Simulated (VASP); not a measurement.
A run of VASP 6.6.1:

The input INCAR:

```
SYSTEM = CdSe
  PREC = Accurate
  ENCUT = 500
  EDIFF = 1E-7
  ISMEAR = 0
  SIGMA = 0.02
  LREAL = .False.
  LASPH = .True.
  NELM = 120
  ALGO = Normal
  ISIF = 4
  LWAVE = .False.
  LCHARG = .False.
  GGA = PE
  IBRION = 2
  NSW = 50
  EDIFFG = -0.01
  GGA_COMPAT = .False.
  NELMIN = 4
```

KPOINTS

```
Automatic mesh
0
Gamma
  15 15 8
  0 0 0
```

Contents of POSCAR:

```
CdSe
1.0
    4.4264151308      0.0000000000      0.0000000000
   -2.2132075654      3.8333879510      0.0000000000
    0.0000000000      0.0000000000      7.2263523610
Cd Se
2 2
Direct
    0.3333333333      0.6666666667      0.0046389872
    0.6666666667      0.3333333333      0.5046389872
    0.3333333333      0.6666666667      0.3803610128
    0.6666666667      0.3333333333      0.8803610128
```

Potentials or basis: VASP PAW PBE potentials, release 64 (Cd, Se).

The run is started by

```bash
$ cat potpaw_PBE.64/Cd/POTCAR potpaw_PBE.64/Se/POTCAR > POTCAR
$ mpirun -np 1 vasp_std > vasp.out
```

Hardware: 1 thread of Intel Xeon 8259CL (shared host).

Question: How long does it take, and how much memory?

Answer: It took 8.7 min on 1 thread of Intel Xeon 8259CL, on a shared host, peak memory 0.45 GiB. Counts: scf iterations 16, k points 135, ion steps 1.
